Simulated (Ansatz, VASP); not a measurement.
## Ga2CuP2 in VASP and in Ansatz

```
P Ga Cu
1.0
     3.85079    0.00000    0.00000
    -1.92539    3.33488    0.00000
     0.00000    0.00000   21.22846
P Ga Cu
2 2 1
Direct
  0.00000 0.00000 0.18843
  0.33333 0.66667 0.34633
  0.33333 0.66667 0.22545
  0.66667 0.33333 0.37348
  0.66667 0.33333 0.49125
```

Alike in both runs: task single point; functional PBE; dispersion D3(BJ); k mesh 9 × 9 × 1; occupations gaussian, width 0.05 eV; collinear spin.

|  | VASP | Ansatz |
| --- | --- | --- |
| version | VASP 6.6.1 | Ansatz 0.2.0 |
| potentials or method | VASP PAW PBE potentials, release 64 (P, Ga_d, Cu), cutoff 520 eV | scalar-relativistic, plane waves, PAW |
| valence electrons in the cell | 47 | 55 |

```csv
,VASP,Ansatz,Ansatz less VASP
gap on the k mesh at the Fermi level (eV),none,none,-
rms of the force components (eV/Å),0.404,0.409,+0.0052
net moment per atom (μB),0.15,0.15,0.000
size of the moment on the site where the two differ most (μB),0.11,0.10,-0.015
```

Site moments also hang on the region over which each program counts them. A gap of «none» marks a metal or a gap that the smearing closes. VASP's potentials hold 47 valence electrons a cell and Ansatz's 55, so a difference there can come from the potentials and not from the codes. Ansatz's warnings: stability check not made.
